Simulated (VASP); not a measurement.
# WS2 (P6_3/mmc) in VASP: notebook

Runs on WS2. Level: PBEsol. Tasks: single point.

Program: VASP 6.6.1. These are calculated values, not measurements. Logs are shortened: lines on timing, memory, paths and dates and some standing lists are left out, and cuts for length are marked.

### 1 The cell of the first run

It takes space group P6_3/mmc (No. 194, hexagonal). The conventional cell has a = 2.957 Å, b = 2.957 Å, c = 13.030 Å, α = 90.00°, β = 90.00°, γ = 120.00°. Within 3.1 Å of W (site symmetry -6m2) lie 6 S at 2.37 Å and 6 W at 2.96 Å. Within 3.1 Å of S (site symmetry 3m) lie 3 W at 2.37 Å and 6 S at 2.96 Å.

### 2 Single point, PBEsol (biaxial strain in the a-b plane: -6.0 %, then relaxed in part)

INCAR

```
SYSTEM = WS2
PREC = Accurate ; ENCUT = 520
EDIFF = 1E-6 ; ISMEAR = 0
SIGMA = 0.02 ; LREAL = .False.
LASPH = .True. ; NELM = 60
ALGO = Normal ; ISIF = 2
LWAVE = .False. ; LCHARG = .True.
GGA = PS ; LELF = .True.
LVHAR = .True. ; NBANDS = 35
```

KPOINTS

```
regular mesh
0
Gamma
  12 12 2
  0 0 0
```

POSCAR

```
WS2
1.0
    2.9573186689      0.0000000000      0.0000000000
   -1.4786593345      2.5611130944      0.0000000000
    0.0000000000      0.0000000000     13.0298300707
W S
2 4
Direct
    0.3333333333      0.6666666667      0.2500000000
    0.6666666667      0.3333333333      0.7500000000
    0.3333333333      0.6666666667      0.6240240128
    0.6666666667      0.3333333333      0.1240240128
    0.3333333333      0.6666666667      0.8759759872
    0.6666666667      0.3333333333      0.3759759872
```

Potentials or basis: VASP PAW PBE potentials, release 64 (W_sv, S).

On the command line:

```bash
$ cat potpaw_PBE.64/W_sv/POTCAR potpaw_PBE.64/S/POTCAR > POTCAR
$ mpirun -np 1 vasp_std > vasp.out
```

OUTCAR:

```text
SYSTEM = WS2
   PREC = Accurate
   ENCUT = 520
   EDIFF = 1E-6
   ISMEAR = 0
   LREAL = .False.
   LASPH = .True.
   NELM = 60
   ISIF = 2
   GGA = PS

 ion  position               nearest neighbor table
   1  0.333  0.667  0.250-   4 2.37   6 2.37   4 2.37   6 2.37   4 2.37   6 2.37
   2  0.667  0.333  0.750-   3 2.37   5 2.37   3 2.37   5 2.37   3 2.37   5 2.37
   3  0.333  0.667  0.624-   2 2.37   2 2.37   2 2.37
   4  0.667  0.333  0.124-   1 2.37   1 2.37   1 2.37
   5  0.333  0.667  0.876-   2 2.37   2 2.37   2 2.37
   6  0.667  0.333  0.376-   1 2.37   1 2.37   1 2.37

  LATTYP: Found a hexagonal cell.
 ALAT       =     2.9573186689
 C/A-ratio  =     4.4059607805

  Lattice vectors:

 A1 = (   2.9573186689,   0.0000000000,   0.0000000000)
 A2 = (  -1.4786593345,   2.5611130944,   0.0000000000)
 A3 = (   0.0000000000,   0.0000000000,  13.0298300707)

Analysis of symmetry for initial positions (statically):
=====================================================================
 Subroutine PRICEL returns:
 Original cell was already a primitive cell.

 Routine SETGRP: Setting up the symmetry group for a
 hexagonal supercell.

 Subroutine GETGRP returns: Found 24 space group operations
 (whereof 12 operations were pure point group operations)
 out of a pool of 24 trial point group operations.

The static configuration has the point symmetry D_3d.
 The point group associated with its full space group is D_6h.

Analysis of symmetry for dynamics (positions and initial velocities):
=====================================================================
 Subroutine PRICEL returns:
 Original cell was already a primitive cell.

 Routine SETGRP: Setting up the symmetry group for a
 hexagonal supercell.

 Subroutine GETGRP returns: Found 24 space group operations
 (whereof 12 operations were pure point group operations)
 out of a pool of 24 trial point group operations.

The dynamic configuration has the point symmetry D_3d.
 The point group associated with its full space group is D_6h.

 Subroutine INISYM returns: Found 24 space group operations
 (whereof 12 operations are pure point group operations),
 and found     1 'primitive' translations

----------------------------------------------------------------------------------------

                                     Primitive cell

  volume of cell :      98.6883

  direct lattice vectors                    reciprocal lattice vectors
     2.957318669  0.000000000  0.000000000     0.338144147  0.195227615  0.000000000
    -1.478659335  2.561113094  0.000000000     0.000000000  0.390455229  0.000000000
     0.000000000  0.000000000 13.029830071     0.000000000  0.000000000  0.076746972

  length of vectors
     2.957318669  2.957318669 13.029830071     0.390455229  0.390455229  0.076746972

  position of ions in fractional coordinates (direct lattice)
     0.333333333  0.666666667  0.250000000
     0.666666667  0.333333333  0.750000000
     0.333333333  0.666666667  0.624024013
     0.666666667  0.333333333  0.124024013
     0.333333333  0.666666667  0.875975987
     0.666666667  0.333333333  0.375975987

  ion indices of the primitive-cell ions
   primitive index   ion index
                 1           1
                 2           2
                 3           3
                 4           4
                 5           5
                 6           6

----------------------------------------------------------------------------------------

 KPOINTS: regular mesh

Automatic generation of k-mesh.
 Grid dimensions read from file:
 generate k-points for:   12   12    2

 Generating k-lattice:

  Cartesian coordinates                     Fractional coordinates (reciprocal lattice)
     0.028178679  0.016268968  0.000000000     0.083333333  0.000000000  0.000000000
     0.000000000  0.032537936  0.000000000     0.000000000  0.083333333  0.000000000
     0.000000000  0.000000000  0.038373486     0.000000000  0.000000000  0.500000000

  Length of vectors
     0.032537936  0.032537936  0.038373486

  Shift w.r.t. Gamma in fractional coordinates (k-lattice)
     0.000000000  0.000000000  0.000000000

 Subroutine IBZKPT returns following result:
 ===========================================

 Found     38 irreducible k-points:

 Following reciprocal coordinates:
            Coordinates               Weight
  0.000000  0.000000  0.000000      1.000000
  0.083333  0.000000  0.000000      6.000000
  0.166667  0.000000  0.000000      6.000000
  0.250000 -0.000000  0.000000      6.000000
  0.333333 -0.000000  0.000000      6.000000
  0.416667  0.000000  0.000000      6.000000
[... 16 lines left out ...]
  0.250000 -0.000000  0.500000      6.000000
  0.333333 -0.000000  0.500000      6.000000
 [... further k-points ...]
   k-points           NKPTS =     38   k-points in BZ     NKDIM =     38   number of bands    NBANDS=     35
   number of dos      NEDOS =    301   number of ions     NIONS =      6
   total plane-waves  NPLWV =  56448
   dimension x,y,z NGX =    24 NGY =   24 NGZ =   98
   dimension x,y,z NGXF=    48 NGYF=   48 NGZF=  196
   ions per type =               2   4
   NGX,Y,Z   is equivalent  to a cutoff of  13.49, 13.49, 12.50 a.u.
   NGXF,Y,Z  is equivalent  to a cutoff of  26.98, 26.98, 25.01 a.u.
 SYSTEM =  WS2
   PREC   = accura    normal or accurate (medium, high low for compatibility)
   ISTART =      0    job   : 0-new  1-cont  2-samecut
   ICHARG =      2    charge: 1-file 2-atom 10-const
   ISPIN  =      1    spin polarized calculation?
   LNONCOLLINEAR =      F non collinear calculations
   LSORBIT =      F    spin-orbit coupling
   LASPH  =      T    aspherical Exc in radial PAW
   ENCUT  =  520.0 eV  38.22 Ry    6.18 a.u.   5.50  5.50 24.23*2*pi/ulx,y,z
   NELM   =     60;   NELMIN=  2; NELMDL= -5     # of ELM steps
   EDIFF  = 0.1E-05   stopping-criterion for ELM
   LREAL  =      F    real-space projection
   EDIFFG = 0.1E-04   stopping-criterion for IOM
   NSW    =      0    number of steps for IOM
   IBRION =     -1    ionic relax: 0-MD 1-quasi-New 2-CG
   NFREE  =      0    steps in history (QN), initial steepest desc. (CG)
   ISIF   =      2    stress and relaxation
   ISYM   =      2    0-nonsym 1-usesym 2-fastsym
   POTIM  = 0.5000    time-step for ionic-motion
   TEBEG  =    0.0;   TEEND  =   0.0 temperature during run
   PSTRESS=    0.0 pullay stress
   NELECT =      52.0000    total number of electrons
   NUPDOWN=      -1.0000    fix difference up-down
   EMIN   =  10.00;   EMAX   =-10.00  energy-range for DOS
   EFERMI =   0.00;   METHOD = LEGACY
   ISMEAR =     0;   SIGMA  =   0.02  broadening in eV -4-tet -1-fermi 0-gaus
   EFERMI_NEDOS =   21; number of points for ismear=-14 and -15
   IALGO  =     38    algorithm
   IMIX   =      4    mixing-type and parameters
     AMIX     =   0.40;   BMIX     =  1.00
     AMIX_MAG =   1.60;   BMIX_MAG =  1.00
  volume/ion in A,a.u.               =      16.45       111.00
  Fermi-wavevector in a.u.,A,eV,Ry     =   1.322272  2.498731 23.788463  1.748403
  Thomas-Fermi vector in A             =   2.451965
   LORBIT       =      0    0 simple, 1 ext, 2 COOP (PROOUT), +10 PAW based schemes
   GGA     = PS    functional components
   LHFCALC =     F    Hartree Fock is set to
   AEXX    =    0.0000 exact exchange contribution
   IVDW    =     0    specifies the selected vdW correction
   LEPSILON=     F    determine dielectric tensor
   LRPA    =     F    only Hartree local field effects (RPA)
 non-spin polarized calculation
 Gauss-broadening in eV      SIGMA  =   0.02
  energy-cutoff  :      520.00
  volume of cell :       98.69
 maximum number of plane-waves:      2736
 NGX is ok and might be reduce to    24
   NGX = 11   NGY = 11   NGZ = 49

 number of electron      51.9999997 magnetization

 Free energy of the ion-electron system (eV)
  ---------------------------------------------------
  ext. energy  EPLUGINS =         0.00000000
  ---------------------------------------------------
  free energy    TOTEN  =       -49.72821013 eV

  energy without entropy =      -49.72821013  energy(sigma->0) =      -49.72821013

 E-fermi :   7.9623     XC(G=0): -11.4467

 val. band max:        7.7208411574   @ k =   0.3333   0.3333   0.0000
 cond. band min:       8.8219156250   @ k =   0.1667   0.1667   0.0000
 fundamental gap:      1.1010744676
 Fermi energy:         7.9622541192

 k-point     1 :       0.0000    0.0000    0.0000
  band No.  band energies     occupation
      1     -66.0016      2.00000
      2     -66.0015      2.00000
      3     -30.4509      2.00000
      4     -30.4508      2.00000
      5     -29.9714      2.00000
      6     -29.9714      2.00000
[... 27 lines left out ...]
     34      11.2369      0.00000
     35      14.3008      0.00000

 k-point     2 :       0.0833    0.0000    0.0000
  band No.  band energies     occupation
      1     -65.9984      2.00000
      2     -65.9984      2.00000
      3     -30.4419      2.00000
      4     -30.4419      2.00000
      5     -30.0204      2.00000
      6     -30.0204      2.00000
[... 27 lines left out ...]
     34      11.4938      0.00000
     35      14.8463      0.00000

 k-point     3 :       0.1667    0.0000    0.0000
  band No.  band energies     occupation
      1     -65.9898      2.00000
      2     -65.9898      2.00000
      3     -30.4173      2.00000
      4     -30.4173      2.00000
      5     -30.1523      2.00000
      6     -30.1523      2.00000
[... 27 lines left out ...]
     34      12.0246      0.00000
     35      15.3707      0.00000
[... 723 lines left out ...]
 k-point    23 :       0.2500   -0.0000    0.5000
  band No.  band energies     occupation
      1     -65.9780      2.00000
      2     -65.9780      2.00000
      3     -30.3835      2.00000
      4     -30.3835      2.00000
      5     -30.3283      2.00000
      6     -30.3283      2.00000
[... 27 lines left out ...]
     34      12.4017      0.00000
     35      15.0538      0.00000

 k-point    24 :       0.3333   -0.0000    0.5000
  band No.  band energies     occupation
      1     -65.9662      2.00000
      2     -65.9662      2.00000
      3     -30.4999      2.00000
      4     -30.4999      2.00000
      5     -30.3495      2.00000
      6     -30.3495      2.00000
[... 27 lines left out ...]
     34      12.6291      0.00000
     35      14.3584      0.00000

 [... further k-points ...]
[... 5 lines left out ...]
  --------------------------------------------------------------------------------------
  -------------------------------------------------------------------------------------
  Total       13.7658351     13.7658351      0.1165996     -0.0000000      0.0000000      0.0000000
  in kB      223.4845535    223.4845536      1.8929629     -0.0000000      0.0000000      0.0000000
  external PRESSURE =     149.6206900 kB  Pullay stress =       0.0000000 kB

 VOLUME and BASIS-vectors are now :
 -----------------------------------------------------------------------------
  energy-cutoff  :      520.00
  volume of cell :       98.69
      direct lattice vectors                 reciprocal lattice vectors
     2.957318669  0.000000000  0.000000000     0.338144147  0.195227615  0.000000000
    -1.478659335  2.561113094  0.000000000     0.000000000  0.390455229  0.000000000
     0.000000000  0.000000000 13.029830071     0.000000000  0.000000000  0.076746972

 POSITION                                       TOTAL-FORCE (eV/Angst)
 -----------------------------------------------------------------------------------
     -0.00000      1.70741      3.25746        -0.000000      0.000000      0.000000
      1.47866      0.85370      9.77237         0.000000     -0.000000      0.000000
     -0.00000      1.70741      8.13093         0.000000      0.000000     -0.023049
      1.47866      0.85370      1.61601        -0.000000      0.000000     -0.023049
     -0.00000      1.70741     11.41382         0.000000     -0.000000      0.023049
      1.47866      0.85370      4.89890        -0.000000      0.000000      0.023049
 -----------------------------------------------------------------------------------
    total drift:                                0.000000     -0.000000      0.000000

  FREE ENERGIE OF THE ION-ELECTRON SYSTEM (eV)
  ---------------------------------------------------
  free  energy   TOTEN  =       -49.7282101290 eV

  energy  without entropy=      -49.7282101290  energy(sigma->0) =      -49.72821013
```

It took 2.8 min on 1 thread of Intel Xeon Platinum 8375C at 2.90GHz (Ice Lake), shared host; peak memory 0.28 GiB.

Results:

| Property | Result |
| --- | --- |
| Free energy | -49.7282 eV |
| Pressure | 15.0 GPa |
| Largest force | 0.023 eV/Å |
| Band gap on the k mesh | 1.10 eV, indirect (least direct gap 1.94 eV) |

Forces in eV/Å, atoms in the order of the input:
```
W    0.000  0.000  0.000
W    0.000  0.000  0.000
S    0.000  0.000 -0.023
S    0.000  0.000 -0.023
S    0.000  0.000  0.023
S    0.000  0.000  0.023
```

Stress tensor (GPa, compression positive):
```
22.35  0.00  0.00
 0.00 22.35  0.00
 0.00  0.00  0.19
```

Caveat: the cell differs from its parent crystal (biaxial strain in the a-b plane: -6.0 %, then relaxed in part); the PAW data sets were made with another functional, which shifts forces and pressure a little; spin-orbit coupling is left out, which moves the levels of the heavy elements; this functional lacks dispersion, which binds the layers, so the pressure and a relaxed spacing across them are unreliable. A k mesh can miss the band edges.

### 3 Single point, PBEsol

INCAR

```
PREC = Accurate
ENCUT = 520
EDIFF = 1E-6
ISMEAR = 0
SIGMA = 0.02
LREAL = False
LASPH = True
NELM = 60
ALGO = Normal
ISIF = 2
LWAVE = False
LCHARG = True
GGA = PS
LELF = True
LVHAR = True
NBANDS = 35
```

KPOINTS

```
regular mesh
0
Gamma
  12 12 2
```

POSCAR is that of step 2.

Potentials or basis: VASP PAW PBE potentials, release 64 (W_sv, S).

On the command line:

```bash
$ cat potpaw_PBE.64/W_sv/POTCAR potpaw_PBE.64/S/POTCAR > POTCAR
$ mpirun -np 1 vasp_std > vasp.out
```

Wall time 2.8 min (1 thread of Intel Xeon Platinum 8375C at 2.90GHz (Ice Lake), shared host); peak memory 0.28 GiB.

The run converged. Its results:

* Free energy: -49.7282 eV
* Pressure: 15.0 GPa
* Largest force: 0.023 eV/Å
* Band gap on the k mesh: 1.10 eV, indirect (least direct gap 1.94 eV)

Forces in eV/Å, atoms in the order of the input:
```
W    0.000  0.000  0.000
W    0.000  0.000  0.000
S    0.000  0.000 -0.023
S    0.000  0.000 -0.023
S    0.000  0.000  0.023
S    0.000  0.000  0.023
```

Stress tensor (GPa, compression positive):
```
22.35  0.00  0.00
 0.00 22.35  0.00
 0.00  0.00  0.19
```

Levels at points of the mesh, in eV from the valence-band top:
| k point | band 23 | band 24 | band 25 | band 26 | band 27 | band 28 | band 29 | band 30 |
| --- | --- | --- | --- | --- | --- | --- | --- | --- |
| (0.00, 0.00, 0.00) | -0.93 | -0.91 | -0.91 | -0.37 | 3.39 | 3.39 | 3.49 | 3.49 |
| (0.50, 0.00, 0.00) | -1.25 | -1.23 | -0.73 | -0.59 | 3.13 | 3.64 | 3.65 | 4.02 |
| (0.00, 0.00, 0.50) | -0.92 | -0.92 | -0.77 | -0.77 | 3.43 | 3.43 | 3.43 | 3.43 |
| (0.50, 0.00, 0.50) | -1.24 | -1.24 | -0.66 | -0.66 | 3.39 | 3.39 | 3.95 | 3.95 |

Caveat: the PAW data sets were made with another functional, which shifts forces and pressure a little; spin-orbit coupling is left out, which moves the levels of the heavy elements; this functional lacks dispersion, which binds the layers, so the pressure and a relaxed spacing across them are unreliable. A k mesh can miss the band edges.

### 4 Single point, PBEsol (biaxial strain in the a-b plane: -6.0 %)

INCAR

```
SYSTEM = WS2
PREC     = Accurate       ! precision mode
ENCUT    = 520            ! plane-wave cutoff, eV
EDIFF    = 1E-7           ! SCF threshold, eV
ISMEAR   = 0              ! smearing method
SIGMA    = 0.02           ! smearing width, eV
LREAL    = .False.        ! projectors in reciprocal space
LASPH    = .True.         ! aspherical terms in the spheres
NELM     = 100            ! most SCF steps
ALGO     = Normal         ! electronic algorithm
ISIF     = 2              ! what is computed and relaxed
LWAVE    = .False.        ! write WAVECAR
LCHARG   = .False.        ! write CHGCAR
GGA      = PS             ! functional
NBANDS   = 35             ! bands
```

KPOINTS

```
regular mesh
0
Gamma
  12 12 2
  0 0 0
```

POSCAR

```
WS2
1.0
    2.9573186689      0.0000000000      0.0000000000
   -1.4786593345      2.5611130944      0.0000000000
    0.0000000000      0.0000000000     13.1619719352
W S
2 4
Direct
    0.3333333333      0.6666666667      0.2500000000
    0.6666666667      0.3333333333      0.7500000000
    0.3333333333      0.6666666667      0.6248610172
    0.6666666667      0.3333333333      0.1248610172
    0.3333333333      0.6666666667      0.8751389828
    0.6666666667      0.3333333333      0.3751389828
```

On the command line:

```bash
$ cat potpaw_PBE.64/W_sv/POTCAR potpaw_PBE.64/S/POTCAR > POTCAR
$ mpirun -np 1 vasp_std > vasp.out
```

Run time: 2.9 min. Hardware: 1 thread of Intel Xeon Platinum 8375C at 2.90GHz (Ice Lake), shared host; peak memory 0.28 GiB.

The run converged. Its results:

* Free energy: -49.7270 eV
* Pressure: 14.0 GPa
* Largest force: 0.091 eV/Å
* Band gap on the k mesh: 1.10 eV, indirect (least direct gap 1.92 eV)

Forces on the atoms (eV/Å):
```
W    0.000  0.000  0.000
W    0.000  0.000  0.000
S    0.000  0.000  0.091
S    0.000  0.000  0.091
S    0.000  0.000 -0.091
S    0.000  0.000 -0.091
```

Stress tensor (GPa, compression positive):
```
21.64  0.00  0.00
 0.00 21.64  0.00
 0.00  0.00 -1.20
```

Levels at points of the mesh, in eV from the valence-band top:
```csv
k point,band 22,band 23,band 24,band 25,band 26,band 27,band 28,band 29,band 30,band 31
"(0.00, 0.00, 0.00)",-0.89,-0.89,-0.87,-0.87,-0.43,3.39,3.39,3.48,3.48,3.51
"(0.50, 0.00, 0.00)",-2.84,-1.25,-1.22,-0.70,-0.58,3.13,3.62,3.64,4.04,4.06
"(0.00, 0.00, 0.50)",-0.88,-0.88,-0.88,-0.82,-0.82,3.43,3.43,3.43,3.43,3.52
"(0.50, 0.00, 0.50)",-2.91,-1.23,-1.23,-0.64,-0.64,3.37,3.37,3.94,3.94,4.05
```

Caveat: the cell differs from its parent crystal (biaxial strain in the a-b plane: -6.0 %); the PAW data sets were made with another functional, which shifts forces and pressure a little; spin-orbit coupling is left out, which moves the levels of the heavy elements; this functional lacks dispersion, which binds the layers, so the pressure and a relaxed spacing across them are unreliable. A k mesh can miss the band edges.
